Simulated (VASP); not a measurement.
Here is a VASP 6.6.1 calculation.

File INCAR:

```
  PREC = Accurate
  ENCUT = 500
  EDIFF = 1E-6
  ISMEAR = 1
  SIGMA = 0.05
  LREAL = F
  LASPH = T
  NELM = 200
  ALGO = Normal
  ISIF = 2
  LWAVE = F
  LCHARG = F
  ISPIN = 2
  MAGMOM = 0.25 0.25 0.25 0.25 0.25 0.25 0.25 0.25 0.25 0.25 0.25 0.25 0.25 0.25 0.25 0.25
  LORBIT = 11
  GGA = PS
  NBANDS = 90
  GGA_COMPAT = F
```

The input KPOINTS:

```
Automatic mesh
0
Gamma
  2 2 2
  0.5 0.5 0.5
```

POSCAR

```
In3Ga5As5P3
1.0
   11.4856880000      0.0000000000      0.0000000000
    0.0000000000      5.7428440000      0.0000000000
    0.0000000000      0.0000000000      5.7428440000
In Ga As P
3 5 5 3
Direct
    0.0022380000      0.0097930000      0.9711440000
    0.2447350000      0.5293410000      0.9773680000
    0.2453410000      0.9545600000      0.4952550000
    0.4976820000      0.9984570000      0.0038740000
    0.7549140000      0.5029090000      0.9806700000
    0.7479810000      0.0206050000      0.4908070000
    0.9938530000      0.4955700000      0.4978190000
    0.4997560000      0.4702260000      0.4977260000
    0.1225870000      0.2715120000      0.2597550000
    0.6180910000      0.2586420000      0.2538260000
    0.8642730000      0.7625970000      0.2617670000
    0.8844730000      0.2845450000      0.7544960000
    0.1097230000      0.7511400000      0.7469820000
    0.3853620000      0.7429880000      0.2828620000
    0.3796820000      0.2251700000      0.7370450000
    0.6211040000      0.7085630000      0.7498210000
```

Potentials or basis: VASP PAW PBE potentials, release 64 (In_d, Ga_d, As, P).

Launch:

```sh
$ cat potpaw_PBE.64/In_d/POTCAR potpaw_PBE.64/Ga_d/POTCAR potpaw_PBE.64/As/POTCAR potpaw_PBE.64/P/POTCAR > POTCAR
$ mpirun -np 1 vasp_std > vasp.out
```

What does it give for the largest force?

3.400 eV/Å.

Predict the pressure.

2.1 GPa.

Stress tensor (GPa, compression positive):
```
 1.80 -2.75 -2.01
-2.75  2.21  0.18
-2.01  0.18  2.23
```

Caveat: the k points lie up to 0.55 Å⁻¹ apart; the PAW data sets were made with another functional, which shifts forces and pressure a little.
